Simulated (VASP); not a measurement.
Input of a VASP 6.6.1 run:

Contents of INCAR:

```
PREC = Accurate
ENCUT = 520
EDIFF = 1E-6
ISMEAR = -1
SIGMA = 0.02
LREAL = False
LASPH = True
NELM = 100
ALGO = Normal
ISIF = 2
LWAVE = False
LCHARG = False
GGA = PE
NBANDS = 35
```

File KPOINTS:

```
Automatic mesh
0
Gamma
  6 6 6
```

File POSCAR:

```
Al2O3
1.0
    2.3793614130      1.3737249524      4.4182258683
   -2.3793614130      1.3737249524      4.4182258683
    0.0000000000     -2.7474499045      4.4182258684
Al O
4 6
Direct
    0.8513773476      0.8513773476      0.8513773476
    0.3513773476      0.3513773476      0.3513773476
    0.1486226524      0.1486226524      0.1486226524
    0.6486226524      0.6486226524      0.6486226524
    0.4432864559      0.0567135441      0.7500000000
    0.0567135441      0.7500000000      0.4432864559
    0.5567135441      0.9432864559      0.2500000000
    0.2500000000      0.5567135441      0.9432864559
    0.9432864559      0.2500000000      0.5567135441
    0.7500000000      0.4432864559      0.0567135441
```

Potentials or basis: VASP PAW PBE potentials, release 64 (Al, O).

Command:

```console
$ cat potpaw_PBE.64/Al/POTCAR potpaw_PBE.64/O/POTCAR > POTCAR
$ mpirun -np 1 vasp_std > vasp.out
```

Predict the largest force.

0.025 eV/Å.

Estimate the pressure.

2.6 GPa.

Estimate the band gap on the k mesh.

5.98 eV, direct.

Stress tensor (GPa, compression positive):
```
 5.19  0.00  0.00
 0.00  5.19  0.00
 0.00  0.00 -2.49
```

Caveat: the cell differs from its parent crystal (uniaxial z strain +2.0%).
